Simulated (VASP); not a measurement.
Runs of VASP 6.6.1 on Au. The structure is that of space group Im-3m (No. 229), or close to it. The cells are those of the table. 

```tsv
task	cell	k mesh for the DOS	occupations for the DOS	gap on the mesh (eV)	pressure (GPa)
single point	a = 2.551 Å, angles 109.5°, 1 atom	-	-	none	111.8
single point	a = 2.761 Å, angles 109.5°, 1 atom	-	-	none	10.0
single point	a = 2.808 Å, angles 109.5°, 1 atom	-	-	none	(a)
single point	a = 2.660 Å, angles 109.5°, 1 atom	-	-	none	(b)
single point	a = 2.433 Å, angles 109.5°, 1 atom	-	-	none	247.1
single point	a = 2.301 Å, angles 109.5°, 1 atom	-	-	none	532.0
```

Alike in all rows: level PBEsol; potentials or basis VASP PAW PBE potentials, release 64 (Au); no spin polarisation; k mesh 18 × 18 × 18; cutoff (eV) 520; smearing fermi-dirac 0.1 eV.

Problem. Estimate the missing entries.

Solution. (a) -0.3; (b) 44.4.

Caveats: the PAW data sets were made with another functional, which shifts forces and pressure a little; spin-orbit coupling is left out, which moves the levels of the heavy elements.

A k mesh can miss the band edges, and the runs leave out spin-orbit coupling on Au.

A gap of «none» marks levels without a gap at the run's occupations.
